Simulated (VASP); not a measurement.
# BeS (lda) (F-43m) in VASP: a series of runs

BeS (lda) is run at these levels: LDA; tasks: single point, relaxation of cell and atoms.

All numbers are computed with VASP 6.6.1; they aren't measurements. Logs are shortened: lines on timing, memory, paths and dates and some standing lists are left out, and cuts for length are marked.

## 1. The cell of the first run

Symmetry: F-43m, No. 216, cubic system. The conventional cell has a = 4.870 Å, b = 4.870 Å, c = 4.870 Å, α = 90.00°, β = 90.00°, γ = 90.00°. Within 2.8 Å of Be (site symmetry -43m) lie 4 S at 2.11 Å. S (site symmetry -43m) has 4 Be at 2.11 Å within 2.8 Å.

## 2. Single point, LDA

The input, INCAR:

```
  PREC = Accurate
  ENCUT = 600
  EDIFF = 1E-6
  ISMEAR = 0
  SIGMA = 0.1
  LREAL = False
  LASPH = True
  NELM = 120
  ALGO = Normal
  ISIF = 2
  LWAVE = False
  LCHARG = True
  GGA = CA
  LELF = True
  LVHAR = True
  NBANDS = 11
  GGA_COMPAT = False
```

The input, KPOINTS:

```
Automatic mesh
0
Gamma
  6 6 6
```

The input, POSCAR:

```
BeS
1.0
    0.0000000000      2.4350000000      2.4350000000
    2.4350000000      0.0000000000      2.4350000000
    2.4350000000      2.4350000000      0.0000000000
Be S
1 1
Direct
    0.0000000000      0.0000000000      0.0000000000
    0.2500000000      0.2500000000      0.2500000000
```

Potentials or basis: VASP PAW LDA potentials, release 64 (Be, S).

Command:

```bash
$ cat potpaw_LDA.64/Be/POTCAR potpaw_LDA.64/S/POTCAR > POTCAR
$ mpirun -np 1 vasp_std > vasp.out
```

OUTCAR:

```text
PREC = Accurate
   ENCUT = 600
   EDIFF = 1E-6
   ISMEAR = 0
   LREAL = False
   LASPH = True
   NELM = 120
   ISIF = 2
   GGA = CA

 ion  position               nearest neighbor table
   1  0.000  0.000  0.000-   2 2.11   2 2.11   2 2.11   2 2.11
   2  0.250  0.250  0.250-   1 2.11   1 2.11   1 2.11   1 2.11

  LATTYP: Found a face centered cubic cell.
 ALAT       =     4.8700000000

  Lattice vectors:

 A1 = (   0.0000000000,   2.4350000000,   2.4350000000)
 A2 = (   2.4350000000,   0.0000000000,   2.4350000000)
 A3 = (   2.4350000000,   2.4350000000,   0.0000000000)

Analysis of symmetry for initial positions (statically):
=====================================================================
 Subroutine PRICEL returns:
 Original cell was already a primitive cell.

 Routine SETGRP: Setting up the symmetry group for a
 face centered cubic supercell.

 Subroutine GETGRP returns: Found 24 space group operations
 (whereof 24 operations were pure point group operations)
 out of a pool of 48 trial point group operations.

The static configuration has the point symmetry T_d .

Analysis of symmetry for dynamics (positions and initial velocities):
=====================================================================
 Subroutine PRICEL returns:
 Original cell was already a primitive cell.

 Routine SETGRP: Setting up the symmetry group for a
 face centered cubic supercell.

 Subroutine GETGRP returns: Found 24 space group operations
 (whereof 24 operations were pure point group operations)
 out of a pool of 48 trial point group operations.

The dynamic configuration has the point symmetry T_d .

 Subroutine INISYM returns: Found 24 space group operations
 (whereof 24 operations are pure point group operations),
 and found     1 'primitive' translations

----------------------------------------------------------------------------------------

                                     Primitive cell

  volume of cell :      28.8753

  direct lattice vectors                    reciprocal lattice vectors
     0.000000000  2.435000000  2.435000000    -0.205338809  0.205338809  0.205338809
     2.435000000  0.000000000  2.435000000     0.205338809 -0.205338809  0.205338809
     2.435000000  2.435000000  0.000000000     0.205338809  0.205338809 -0.205338809

  length of vectors
     3.443610024  3.443610024  3.443610024     0.355657250  0.355657250  0.355657250

  position of ions in fractional coordinates (direct lattice)
[... 76 lines left out ...]
   ISIF   =      2    stress and relaxation
   ISYM   =      2    0-nonsym 1-usesym 2-fastsym
   POTIM  = 0.5000    time-step for ionic-motion
   TEBEG  =    0.0;   TEEND  =   0.0 temperature during run
   PSTRESS=    0.0 pullay stress
   NELECT =       8.0000    total number of electrons
   NUPDOWN=      -1.0000    fix difference up-down
   EMIN   =  10.00;   EMAX   =-10.00  energy-range for DOS
   EFERMI =   0.00;   METHOD = LEGACY
   ISMEAR =     0;   SIGMA  =   0.10  broadening in eV -4-tet -1-fermi 0-gaus
   EFERMI_NEDOS =   21; number of points for ismear=-14 and -15
   IALGO  =     38    algorithm
   IMIX   =      4    mixing-type and parameters
     AMIX     =   0.40;   BMIX     =  1.00
     AMIX_MAG =   1.60;   BMIX_MAG =  1.00
  volume/ion in A,a.u.               =      14.44        97.43
  Fermi-wavevector in a.u.,A,eV,Ry     =   1.067241  2.016793 15.497083  1.139003
  Thomas-Fermi vector in A             =   2.202851
   LORBIT       =      0    0 simple, 1 ext, 2 COOP (PROOUT), +10 PAW based schemes
   GGA     = CA    functional components
   LHFCALC =     F    Hartree Fock is set to
   AEXX    =    0.0000 exact exchange contribution
   IVDW    =     0    specifies the selected vdW correction
   LEPSILON=     F    determine dielectric tensor
   LRPA    =     F    only Hartree local field effects (RPA)
 non-spin polarized calculation
 Gauss-broadening in eV      SIGMA  =   0.10
  energy-cutoff  :      600.00
  volume of cell :       28.88
 maximum number of plane-waves:       982
   NGX = 13   NGY = 13   NGZ = 13

 number of electron       7.9999999 magnetization

 Free energy of the ion-electron system (eV)
  ---------------------------------------------------
  ext. energy  EPLUGINS =         0.00000000
  ---------------------------------------------------
  free energy    TOTEN  =       -11.12246777 eV

  energy without entropy =      -11.12246777  energy(sigma->0) =      -11.12246777

 E-fermi :   4.3716     XC(G=0):  -9.9396

 val. band max:        3.9035372857   @ k =   0.0000   0.0000   0.0000
 cond. band min:       6.8324625672   @ k =   0.5000   0.5000   0.0000
 fundamental gap:      2.9289252816
 Fermi energy:         4.3716024095

 k-point     1 :       0.0000    0.0000    0.0000
  band No.  band energies     occupation
      1      -9.6701      2.00000
      2       3.9035      2.00000
      3       3.9035      2.00000
      4       3.9035      2.00000
      5       9.4501      0.00000
      6       9.4501      0.00000
      7       9.4501      0.00000
      8       9.4750      0.00000
      9      16.6896      0.00000
     10      16.6896      0.00000
     11      18.4067      0.00000
[... 197 lines left out ...]
 k-point    16 :      -0.3333    0.5000    0.1667
  band No.  band energies     occupation
      1      -7.4960      2.00000
      2      -0.6566      2.00000
      3       0.4971      2.00000
      4       0.7073      2.00000
      5       8.8753      0.00000
      6      10.4452      0.00000
      7      13.6977      0.00000
      8      14.2260      0.00000
      9      18.0131      0.00000
     10      18.2073      0.00000
     11      20.7209      0.00000

------------------------ aborting loop because EDIFF is reached ----------------------------------------

  FORCE on cell =-STRESS in cart. coord.  units (eV):
  Direction    XX          YY          ZZ          XY          YZ          ZX
  --------------------------------------------------------------------------------------
  -------------------------------------------------------------------------------------
  Total       -0.7540512     -0.7540512     -0.7540512      0.0000000     -0.0000000      0.0000000
  in kB      -41.8393092    -41.8393092    -41.8393092      0.0000000     -0.0000000      0.0000000
  external PRESSURE =     -41.8393092 kB  Pullay stress =       0.0000000 kB

 VOLUME and BASIS-vectors are now :
 -----------------------------------------------------------------------------
  energy-cutoff  :      600.00
  volume of cell :       28.88
      direct lattice vectors                 reciprocal lattice vectors
     0.000000000  2.435000000  2.435000000    -0.205338809  0.205338809  0.205338809
     2.435000000  0.000000000  2.435000000     0.205338809 -0.205338809  0.205338809
     2.435000000  2.435000000  0.000000000     0.205338809  0.205338809 -0.205338809

 POSITION                                       TOTAL-FORCE (eV/Angst)
 -----------------------------------------------------------------------------------
      0.00000      0.00000      0.00000         0.000000      0.000000      0.000000
      1.21750      1.21750      1.21750        -0.000000     -0.000000     -0.000000
 -----------------------------------------------------------------------------------
    total drift:                               -0.000000     -0.000000      0.000000

  FREE ENERGIE OF THE ION-ELECTRON SYSTEM (eV)
  ---------------------------------------------------
  free  energy   TOTEN  =       -11.1224677723 eV

  energy  without entropy=      -11.1224677723  energy(sigma->0) =      -11.12246777
```

stdout:

```text
POSCAR found type information on POSCAR BeS
 POSCAR found :  2 types and       2 ions
 scaLAPACK will be used
 LDA part: xc-table for (Slater(with rela. corr.)+CA(PZ))
 , standard interpolation
 POSCAR, INCAR and KPOINTS ok, starting setup
 FFT: planning ... GRIDC
 FFT: planning ... GRID_SOFT
 FFT: planning ... GRID
 WAVECAR not read
 entering main loop
```

Wall time 5.8 s (1 thread of Intel Xeon Platinum 8488C (Sapphire Rapids), shared host); peak memory 0.13 GiB.

What came out:

* Free energy: -11.1225 eV
* Pressure: -4.2 GPa
* Band gap on the k mesh: 2.93 eV, indirect (least direct gap 5.55 eV)

A k mesh can miss the band edges. LDA gaps usually lie below the measured ones, often by a third to a half.

## 3. Single point, LDA

This run uses another cell than the first one, of 13.79 Å³/atom, 0.955 times its volume.

The input, INCAR:

```
SYSTEM = BeS
PREC = Accurate
ENCUT = 600
EDIFF = 1E-6
ISMEAR = 0
SIGMA = 0.02
LREAL = .False.
LASPH = .True.
NELM = 120
ALGO = Normal
ISIF = 2
LWAVE = .False.
LCHARG = .False.
GGA = CA
NBANDS = 11
GGA_COMPAT = .False.
```

The input, KPOINTS:

```
regular mesh
0
Gamma
  8 8 8
  0 0 0
```

The input, POSCAR:

```
BeS
1.0
    0.0000000000      2.3980497692      2.3980497692
    2.3980497692      0.0000000000      2.3980497692
    2.3980497692      2.3980497692      0.0000000000
Be S
1 1
Direct
    0.0000000000      0.0000000000      0.0000000000
    0.2500000000      0.2500000000      0.2500000000
```

Potentials or basis: VASP PAW LDA potentials, release 64 (Be, S).

Command:

```bash
$ cat potpaw_LDA.64/Be/POTCAR potpaw_LDA.64/S/POTCAR > POTCAR
$ mpirun -np 1 vasp_std > vasp.out
```

Wall time 6.6 s (1 thread of Intel Xeon Platinum 8488C (Sapphire Rapids), shared host); peak memory 0.13 GiB.

Results (log left out):

- Free energy: -11.1426 eV
- Pressure: 0.1 GPa
- Band gap on the k mesh: 2.83 eV, indirect (least direct gap 5.53 eV)

Levels at points of the mesh, in eV from the valence-band top:
```
           k point  band 2  band 3  band 4  band 5  band 6  band 7
(0.00, 0.00, 0.00)    0.00    0.00    0.00    5.53    5.53    5.53
(0.50, 0.00, 0.00)   -6.06   -1.09   -1.09    5.48    6.43    6.43
(0.50, 0.50, 0.00)   -5.21   -2.79   -2.79    2.83    4.77   12.88
```

(Continued in part 2 of 2.)
